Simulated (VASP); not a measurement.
Here is a VASP 6.6.1 calculation.

The input INCAR:

```
ALGO = Normal ; DIPOL = 0.5 0.5 0.355
EDIFF = 1E-7 ; EDIFFG = -0.025
ENCUT = 520 ; GGA = PE
GGA_COMPAT = F ; IBRION = 2
IDIPOL = 3 ; ISIF = 2
ISMEAR = 0 ; LASPH = T
LCHARG = F ; LDIPOL = T
LREAL = F ; LWAVE = F
NELM = 120 ; NELMDL = -8
NELMIN = 4 ; NSW = 36
PREC = Accurate ; SIGMA = 0.1
```

KPOINTS

```
k-points
0
Gamma
  9 9 1
```

POSCAR

```
Ti3C
1.0
    2.9075446924      0.0000000000      0.0000000000
   -1.4537723462      2.5180075663      0.0000000000
    0.0000000000      0.0000000000     19.9935258682
Ti C
3 1
Selective dynamics
Direct
    0.6666666667      0.3333333333      0.2000647623  F F F
    0.3333333333      0.6666666667      0.3124429313  F F F
    0.0000000000      0.0000000000      0.4248138084  F F F
    0.3333333333      0.6666666667      0.4828325895  F F T
```

Potentials or basis: VASP PAW PBE potentials, release 64 (Ti_sv, C).

Run with:

```console
$ cat potpaw_PBE.64/Ti_sv/POTCAR potpaw_PBE.64/C/POTCAR > POTCAR
$ mpirun -np 1 vasp_std > vasp.out
```

Estimate the energy gained by relaxing.

82.9 meV/atom.

What does it give for the band gap on the k mesh?

Zero (bands 20 and 21 overlap by 0.75 eV).

The path:
```tsv
step	energy change (eV)	largest force on free atoms (eV/Å)	pressure (GPa)
1	0.0000	2.1665	2.03
2	-0.1977	1.5306	3.37
3	-0.3245	0.3664	5.37
4	-0.3315	0.0336	6.05
5	-0.3315	0.0206	5.96
```
